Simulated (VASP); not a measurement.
Input of a VASP 6.6.1 run:

The input INCAR:

```
SYSTEM = Co
PREC = Accurate
ENCUT = 520
EDIFF = 1E-6
ISMEAR = -1
SIGMA = 0.05
LREAL = .False.
LASPH = .True.
NELM = 150
ALGO = Normal
ISIF = 2
LWAVE = .False.
LCHARG = .True.
MAGMOM = 0 0 1.558 0 0 1.558
LORBIT = 11
LSORBIT = .True.
GGA_COMPAT = .False.
LORBMOM = .True.
LMAXMIX = 4
LVHAR = .True.
NBANDS = 30
```

Contents of KPOINTS:

```
Automatic mesh
0
Gamma
  15 15 8
  0 0 0
```

Contents of POSCAR:

```
Co
1.0
    2.4273810173      0.0000000000      0.0000000000
   -1.2136905086      2.1021736257      0.0000000000
    0.0000000000      0.0000000000      3.9230481322
Co
2
Direct
    0.3333333333      0.6666666667      0.2500000000
    0.6666666667      0.3333333333      0.7500000000
```

Potentials or basis: VASP PAW LDA potentials, release 64 (Co).

Run with:

```bash
$ cat potpaw_LDA.64/Co/POTCAR > POTCAR
$ mpirun -np 1 vasp_ncl > vasp.out
```

Question: What does it give for the pressure?

Answer: -1.1 GPa.

Question: Predict the net moment.

Answer: 2.97 μB per cell.

Stress tensor (GPa, compression positive):
```
-0.81  0.00  0.00
 0.00 -0.81  0.00
 0.00  0.00 -1.81
```
